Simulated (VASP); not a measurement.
Write the native input for VASP 6.6.1 that does the following.

```
Task                   : single point
Functional             : PBE
Potentials or basis    : VASP PAW PBE potentials, release 64 (Al, N)
Cutoff                 : 520 eV
k mesh                 : 12 × 12 × 12
Occupations            : gaussian, width 0.01 eV
Spin                   : no spin polarisation
Dipole correction      : no
Further INCAR settings : ALGO = Normal; EDIFF = 1e-06; NBANDS = 11
```

The structure of AlN lies in POSCAR:

```
AlN
1.0
    0.0000000000      2.2016237539      2.2016237539
    2.2016237539      0.0000000000      2.2016237539
    2.2016237539      2.2016237539      0.0000000000
Al N
1 1
Direct
    0.0000000000      0.0000000000      0.0000000000
    0.7500000000      0.7500000000      0.7500000000
```

One way to write it, as run:

INCAR

```
ALGO = Normal
EDIFF = 1E-6
ENCUT = 520
GGA = PE
ISIF = 2
ISMEAR = 0
LASPH = T
LCHARG = F
LREAL = F
LWAVE = F
NBANDS = 11
NELM = 80
PREC = Accurate
SIGMA = 0.01
```

KPOINTS

```
k-points
0
Gamma
  12 12 12
```

Potentials or basis: VASP PAW PBE potentials, release 64 (Al, N).

The run is started by

```sh
$ cat potpaw_PBE.64/Al/POTCAR potpaw_PBE.64/N/POTCAR > POTCAR
$ mpirun -np 1 vasp_std > vasp.out
```

It gave:

| Item | Value |
| --- | --- |
| Pressure | -0.3 GPa |
| Band gap on the k mesh | 3.30 eV, indirect (least direct gap 3.98 eV) |

It used 7.2 s of CPU time on 1 thread of Intel Xeon 6975P-C, with other jobs on the host.
